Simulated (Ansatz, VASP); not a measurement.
**BAs: VASP beside Ansatz**

Contents of INCAR:

```
SYSTEM = BAs
PREC = Accurate
ENCUT = 520
EDIFF = 1E-6
ISMEAR = -1
SIGMA = 0.02
LREAL = .False.
LASPH = .True.
NELM = 60
ALGO = Normal
ISIF = 2
LWAVE = .False.
LCHARG = .False.
GGA = PE
NBANDS = 11
```

KPOINTS

```
regular mesh
0
Gamma
  10 10 10
  0 0 0
```

Contents of POSCAR:

```
BAs
1.0
    0.0000000000      2.3201115760      2.3201115760
    2.3201115760      0.0000000000      2.3201115760
    2.3201115760      2.3201115760      0.0000000000
B As
1 1
Direct
    0.0000000000      0.0000000000      0.0000000000
    0.2500000000      0.2500000000      0.2500000000
```

Input for Ansatz:

```yaml
crystal:
  lattice:
    - [0.0, 2.320111576, 2.320111576]
    - [2.320111576, 0.0, 2.320111576]
    - [2.320111576, 2.320111576, 0.0]
  atoms:
    - { symbol: B, position: [0.0, 0.0, 0.0] }
    - { symbol: As, position: [0.25, 0.25, 0.25] }
kpoints:
  mp_grid: { grid: [10, 10, 10] }
  band_path:
    path:
      - [0.0, 0.0, 0.0]
      - [-0.5, -0.5, 0.0]
      - [-0.375, -0.375, 0.25]
      - [-0.375, 0.0, 0.375]
      - [0.0, 0.0, 0.5]
      - [-0.5, -0.25, 0.25]
      - [0.0, 0.403646, 0.403646]
    npoints: 1
hamiltonian:
  xc: pbe
scf:
  occupations: { method: fermi_dirac, width: 0.02 }
  n_extra_bands: 4
output:
  forces: true
  stress: true
  eigenvalues: true
```

Change from the starting cell: hydrostatic strain -3.0%.

Alike in both runs: task single point; functional PBE; k mesh 10 × 10 × 10; occupations fermi-dirac, width 0.02 eV; no spin polarisation.

```csv
,VASP,Ansatz
version,VASP 6.6.1,Ansatz 0.2.0
potentials or method,"VASP PAW PBE potentials, release 64 (B, As)","plane waves, PAW"
plane-wave cutoff (eV),520,420
valence electrons in the cell,8,18
```

|  | VASP | Ansatz | Ansatz less VASP |
| --- | --- | --- | --- |
| gap on the k mesh at the Fermi level (eV) | 1.08 | 1.09 | +0.011 |
| pressure (GPa) | 18.6 | 17.6 | -1.00 |

VASP's potentials hold 8 valence electrons a cell and Ansatz's 18, so a difference there can come from the potentials and not from the codes.
